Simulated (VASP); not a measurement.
Write the native input for VASP 6.6.1 that does the following.

```
Task                   : single point
Functional             : LDA
Potentials or basis    : VASP PAW LDA potentials, release 64 (Al)
Cutoff                 : 520 eV
k mesh                 : 22 × 22 × 22
Occupations            : gaussian, width 0.15 eV
Spin                   : no spin polarisation
Dipole correction      : no
Further INCAR settings : ALGO = Normal; EDIFF = 1e-07; NBANDS = 8
```

The structure of Al lies in POSCAR:

```
Al
1.0
   -1.4078488963      1.4078488963      2.0456044464
    1.4078488963     -1.4078488963      2.0456044464
    1.4078488963      1.4078488963     -2.0456044464
Al
1
Direct
    0.0000000000      0.0000000000      0.0000000000
```

This cell differs from its parent crystal: volume 16.218 Å^3 an atom, c/a of the conventional cell 1.4530.

One way to write it, as run:

INCAR

```
PREC = Accurate
ENCUT = 520
EDIFF = 1E-7
ISMEAR = 0
SIGMA = 0.15
LREAL = False
LASPH = True
NELM = 60
ALGO = Normal
ISIF = 2
LWAVE = False
LCHARG = False
GGA = CA
NBANDS = 8
```

KPOINTS

```
regular mesh
0
Gamma
  22 22 22
```

Potentials or basis: VASP PAW LDA potentials, release 64 (Al).

Command:

```sh
$ cat potpaw_LDA.64/Al/POTCAR > POTCAR
$ mpirun -np 1 vasp_std > vasp.out
```

Results of the run:

```
Pressure : -1.9 GPa
```

Run time: 30 s on 1 thread of Intel(R) Xeon(R) 6975P-C (Granite Rapids) (shared host), peak memory 0.19 GiB.
